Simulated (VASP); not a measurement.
# Pt (P6_3/mmc) in VASP: settings compared, part 2 of 2

VASP 6.6.1. Earlier steps stand in the parts before.

### 3 Single point, LDA

File INCAR:

```
PREC     = Accurate       # precision mode
ENCUT    = 520            # plane-wave cutoff, eV
EDIFF    = 1E-6           # SCF threshold, eV
ISMEAR   = 1              # smearing method
SIGMA    = 0.1            # smearing width, eV
LREAL    = F              # projectors in reciprocal space
LASPH    = T              # aspherical terms in the spheres
NELM     = 60             # most SCF steps
ALGO     = Normal         # electronic algorithm
ISIF     = 2              # what is computed and relaxed
LWAVE    = F              # write WAVECAR
LCHARG   = T              # write CHGCAR
GGA      = CA             # functional
LELF     = T              # ELF
LVHAR    = T            
NBANDS   = 17             # bands
```

File KPOINTS:

```
Automatic mesh
0
Gamma
  11 11 6
```

File POSCAR:

```
Pt
1.0
    2.7606660000      0.0000000000      0.0000000000
   -1.3803330000      2.3908070000      0.0000000000
    0.0000000000      0.0000000000      4.7921340000
Pt
2
Direct
    0.6666666667      0.3333333333      0.7500000000
    0.3333333333      0.6666666667      0.2500000000
```

Potentials or basis: VASP PAW LDA potentials, release 64 (Pt).

Started as:

```console
$ cat potpaw_LDA.64/Pt/POTCAR > POTCAR
$ mpirun -np 1 vasp_std > vasp.out
```

OUTCAR:

```text
PREC = Accurate
   ENCUT = 520
   EDIFF = 1E-6
   ISMEAR = 1
   LREAL = F
   LASPH = T
   NELM = 60
   ISIF = 2
   GGA = CA

 ion  position               nearest neighbor table
   1  0.667  0.333  0.750-   2 2.88   2 2.88   2 2.88   2 2.88   2 2.88   2 2.88
   2  0.333  0.667  0.250-   1 2.88   1 2.88   1 2.88   1 2.88   1 2.88   1 2.88

  LATTYP: Found a hexagonal cell.
 ALAT       =     2.7606660000
 C/A-ratio  =     1.7358615638

  Lattice vectors:

 A1 = (   2.7606660000,   0.0000000000,   0.0000000000)
 A2 = (  -1.3803330000,   2.3908070000,   0.0000000000)
 A3 = (   0.0000000000,   0.0000000000,   4.7921340000)

Analysis of symmetry for initial positions (statically):
=====================================================================
 Subroutine PRICEL returns:
 Original cell was already a primitive cell.

 Routine SETGRP: Setting up the symmetry group for a
 hexagonal supercell.

 Subroutine GETGRP returns: Found 24 space group operations
[... 157 lines left out ...]

 number of electron      20.0000004 magnetization

 Free energy of the ion-electron system (eV)
  ---------------------------------------------------
  ext. energy  EPLUGINS =         0.00000000
  ---------------------------------------------------
  free energy    TOTEN  =       -14.77412425 eV

  energy without entropy =      -14.77154038  energy(sigma->0) =      -14.77326296

 E-fermi :  10.2047     XC(G=0): -13.4082

 val. band max:       10.1916056748   @ k =   0.4545   0.0909   0.5000
 cond. band min:      10.2062904120   @ k =   0.2727   0.0909   0.1667
 fundamental gap:      0.0146847373
 Fermi energy:        10.2046527808

 k-point     1 :       0.0000    0.0000    0.0000
  band No.  band energies     occupation
      1       0.5074      2.00000
      2       3.1391      2.00000
      3       6.2565      2.00000
      4       6.7800      2.00000
      5       6.7801      2.00000
      6       7.1442      2.00000
[... 457 lines left out ...]
      4       5.8617      2.00000
      5       6.4368      2.00000
      6       7.0041      2.00000
[... 9 lines left out ...]
     16      26.7147      0.00000
     17      27.6367      0.00000

 [... further k-points ...]
[... 5 lines left out ...]
  --------------------------------------------------------------------------------------
  -------------------------------------------------------------------------------------
  Total       -2.9924771     -2.9924774     -3.0220592      0.0000000      0.0000000      0.0000000
  in kB     -151.5842507   -151.5842650   -153.0827334      0.0000000      0.0000000      0.0000000
  external PRESSURE =    -152.0837497 kB  Pullay stress =       0.0000000 kB

 VOLUME and BASIS-vectors are now :
 -----------------------------------------------------------------------------
  energy-cutoff  :      520.00
  volume of cell :       31.63
      direct lattice vectors                 reciprocal lattice vectors
     2.760666000  0.000000000  0.000000000     0.362231433  0.209134405  0.000000000
    -1.380333000  2.390807000  0.000000000     0.000000000  0.418268810  0.000000000
     0.000000000  0.000000000  4.792134000     0.000000000  0.000000000  0.208675300

 POSITION                                       TOTAL-FORCE (eV/Angst)
 -----------------------------------------------------------------------------------
      1.38033      0.79694      3.59410         0.000000      0.000000      0.000000
     -0.00000      1.59387      1.19803        -0.000000     -0.000000      0.000000
 -----------------------------------------------------------------------------------
    total drift:                               -0.000000      0.000000     -0.000000

  FREE ENERGIE OF THE ION-ELECTRON SYSTEM (eV)
  ---------------------------------------------------
  free  energy   TOTEN  =       -14.7741242508 eV

  energy  without entropy=      -14.7715403776  energy(sigma->0) =      -14.77326296
```

stdout:

```text
POSCAR found type information on POSCAR Pt
 POSCAR found :  1 types and       2 ions
 scaLAPACK will be used
 LDA part: xc-table for (Slater(with rela. corr.)+CA(PZ))
 , standard interpolation
 POSCAR, INCAR and KPOINTS ok, starting setup
 FFT: planning ... GRIDC
 FFT: planning ... GRID_SOFT
 FFT: planning ... GRID
 WAVECAR not read
 entering main loop
```

Run time: 62 s. Hardware: 1 thread of AMD EPYC 7R13, shared host; peak memory 0.13 GiB.

Results:

| Item | Value |
| --- | --- |
| Free energy | -14.7741 eV |
| Pressure | -15.2 GPa |
| Band gap on the k mesh | zero (band 10 reaches 10.60 eV, above the bottom of band 11 at 9.43 eV) |

Caveat: spin-orbit coupling is left out, which moves the levels of the heavy elements.

### 4 Single point, PBEsol

File INCAR:

```
PREC     = Accurate       # precision mode
ENCUT    = 520            # plane-wave cutoff, eV
EDIFF    = 1E-6           # SCF threshold, eV
ISMEAR   = 1              # smearing method
SIGMA    = 0.1            # smearing width, eV
LREAL    = False          # projectors in reciprocal space
LASPH    = True           # aspherical terms in the spheres
NELM     = 80             # most SCF steps
ALGO     = Normal         # electronic algorithm
ISIF     = 2              # what is computed and relaxed
LWAVE    = False          # write WAVECAR
LCHARG   = False          # write CHGCAR
GGA      = PS             # functional
NBANDS   = 17             # bands
```

KPOINTS is that of step 3.

POSCAR is that of step 3.

Potentials or basis: VASP PAW PBE potentials, release 64 (Pt).

Started as:

```console
$ cat potpaw_PBE.64/Pt/POTCAR > POTCAR
$ mpirun -np 1 vasp_std > vasp.out
```

It took 68 s on 1 thread of AMD EPYC 7R13, shared host; peak memory 0.14 GiB.

Results (log left out):

```
Free energy            : -13.7355 eV
Pressure               : -11.2 GPa
Band gap on the k mesh : zero (band 10 reaches 10.57 eV, above the bottom of band 11 at 9.40 eV)
```

Stress tensor (GPa, compression positive):
```
-10.97   0.00   0.00
  0.00 -10.97   0.00
  0.00   0.00 -11.56
```

Levels at points of the mesh, in eV from the Fermi level:
```
           k point  band 6  band 7  band 8  band 9  band 10  band 11  band 12  band 13  band 14  band 15
(0.00, 0.00, 0.00)   -3.05   -3.05   -1.78   -1.78    -0.77    -0.20    -0.20     4.64    15.11    15.67
(0.00, 0.00, 0.50)   -3.41   -3.41   -3.41   -0.77    -0.77    -0.77    -0.77    11.86    11.86    15.53
```

Caveat: the PAW data sets were made with another functional, which shifts forces and pressure a little; spin-orbit coupling is left out, which moves the levels of the heavy elements.

### 5 Overview

```csv
level,potentials or basis,gap on the mesh (eV),pressure (GPa)
BLYP,"VASP PAW PBE potentials, release 64 (Pt)",none,14.5
LDA,"VASP PAW LDA potentials, release 64 (Pt)",none,-15.2
PBEsol,"VASP PAW PBE potentials, release 64 (Pt)",none,-11.2
```

Alike in all rows: task single point; no spin polarisation; cell as given; k mesh 11 × 11 × 6; cutoff (eV) 520; smearing methfessel-paxton 0.1 eV.

Caveats: spin-orbit coupling is left out, which moves the levels of the heavy elements; the PAW data sets were made with another functional, which shifts forces and pressure a little (some runs).

Absolute energies hang on the potentials; compare differences alone.
